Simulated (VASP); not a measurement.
Crystal: MgBe2SeO2.

```
CELL_PARAMETERS angstrom
-1.81004 1.81004 5.22631
1.81004 -1.81004 5.22631
1.81004 1.81004 -5.22631
ATOMIC_POSITIONS crystal
Mg 0.00000 0.00000 0.00000
Be 0.75000 0.25000 0.50000
Be 0.25000 0.75000 0.50000
Se 0.50000 0.50000 0.00000
O 0.35511 0.35511 0.00000
O 0.64489 0.64489 0.00000
```

The cell was generated, and may not be a known phase.

```yaml
Program: VASP 6.6.1
Task: relaxation of cell and atoms
Functional: PBE
Potentials_or_basis: VASP PAW PBE potentials, release 64 (Mg, Be, Se, O)
Cutoff: 600 eV
k_mesh: 6 × 6 × 6
Occupations: gaussian, width 0.1 eV
Spin: no spin polarisation
```

At the start: pressure 53.1 GPa; volume 11.42 Å³/atom.

Question: How do energy, volume and symmetry change on relaxing?

Answer: Over 37 steps the energy falls by 2842.2 meV/atom and the volume is 11.75 Å³/atom (+3.0 %); space group I4/mmm (No. 139, to 0.1 Å) before and after.

Step by step:
```
step  energy change (eV)  largest force (eV/Å)  pressure (GPa)  volume (Å³)
   1              0.0000               22.7538           53.07        68.49
   2            -15.3553                0.2033          -14.26       106.38
   3            -15.0699                2.0339          -11.40        88.52
   4            -15.7052                0.4338          -12.52        99.07
   5            -15.7127                0.6088          -12.29        96.78
   6            -16.0705                0.2355            8.65        81.98
   7            -16.2732                0.1012           -0.86        87.04
   8            -16.2730                0.0898           -0.53        86.85
   9            -16.2887                0.1313           -0.31        86.01
  10            -16.3070                0.2303            0.19        84.27
  11            -16.2906                0.4799            1.07        80.75
  12            -16.3090                0.2963            0.46        83.24
  13            -16.3237                0.3539           -0.06        83.28
  14            -16.3733                0.5442           -1.80        83.39
  15            -16.4691                0.7381           -6.16        83.50
  16            -16.2637                0.0406          -14.92        83.34
  17            -16.4598                0.7270           -7.57        83.51
  18            -16.4629                0.6896           -8.48        83.51
  19            -16.4636                0.6871           -8.50        83.51
  20            -16.4654                0.6814           -8.58        83.49
  21            -16.4689                0.6697           -8.74        83.45
  22            -16.4752                0.6432           -9.08        83.37
  23            -16.4846                0.5821           -9.76        83.22
  24            -16.4884                0.4178          -11.08        82.90
  25            -16.5075                0.4016          -11.00        82.65
  26            -16.5628                0.3455          -10.81        81.92
  27            -16.6630                0.2174          -10.38        80.45
  28            -16.8154                0.1101           -9.43        77.58
  29            -16.8611                1.0877           -6.50        72.02
  30            -16.8936                0.5578           -8.03        74.55
  31            -16.9466                0.4353           -6.78        73.90
  32            -17.0414                0.0465           -2.48        71.97
  33            -17.0497                0.1245           -0.45        71.17
  34            -17.0497                0.1092           -0.64        71.24
  35            -17.0505                0.0953           -0.56        71.17
  36            -17.0524                0.0538           -0.34        70.95
  37            -17.0531                0.0329            0.11        70.51
```

Final structure:
```yaml
crystal:
  lattice:
    - [-1.71646, 1.71646, 5.98332]
    - [1.71646, -1.71646, 5.98332]
    - [1.71646, 1.71646, -5.98332]
  atoms:
    - { symbol: Mg, position: [0.00000, 0.00000, 0.00000] }
    - { symbol: Be, position: [0.75000, 0.25000, 0.50000] }
    - { symbol: Be, position: [0.25000, 0.75000, 0.50000] }
    - { symbol: Se, position: [0.50000, 0.50000, 0.00000] }
    - { symbol: O, position: [0.21216, 0.21216, 0.00000] }
    - { symbol: O, position: [0.78784, 0.78784, 0.00000] }
```
